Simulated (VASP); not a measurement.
Here is a VASP 6.6.1 calculation.

File INCAR:

```
ALGO = Normal
EDIFF = 1E-6
ENCUT = 500
GGA = PE
GGA_COMPAT = F
ISIF = 2
ISMEAR = 0
LASPH = T
LCHARG = F
LREAL = F
LWAVE = F
NBANDS = 30
NELM = 120
PREC = Accurate
SIGMA = 0.1
```

File KPOINTS:

```
k-points
0
Gamma
  12 12 16
```

The input POSCAR:

```
Re
1.0
    4.3794615363      0.0000000000      0.0000000000
   -2.1897307681      3.7927249453      0.0000000000
    0.0000000000      0.0000000000      2.7445114445
Re
3
Direct
    0.3333333333      0.6666666667      0.5000000000
    0.0000000000      0.0000000000      0.0000000000
    0.6666666667      0.3333333333      0.5000000000
```

Potentials or basis: VASP PAW PBE potentials, release 64 (Re_sv_GW).

Launch:

```sh
$ cat potpaw_PBE.64/Re_sv_GW/POTCAR > POTCAR
$ mpirun -np 1 vasp_std > vasp.out
```

Question: What does it give for the pressure?

Answer: -2.4 GPa.

Question: What does it give for the band gap on the k mesh?

Answer: Zero (an odd number of electrons rules out a gap without spin polarisation).

Caveat: spin-orbit coupling is left out, which moves the levels of the heavy elements.
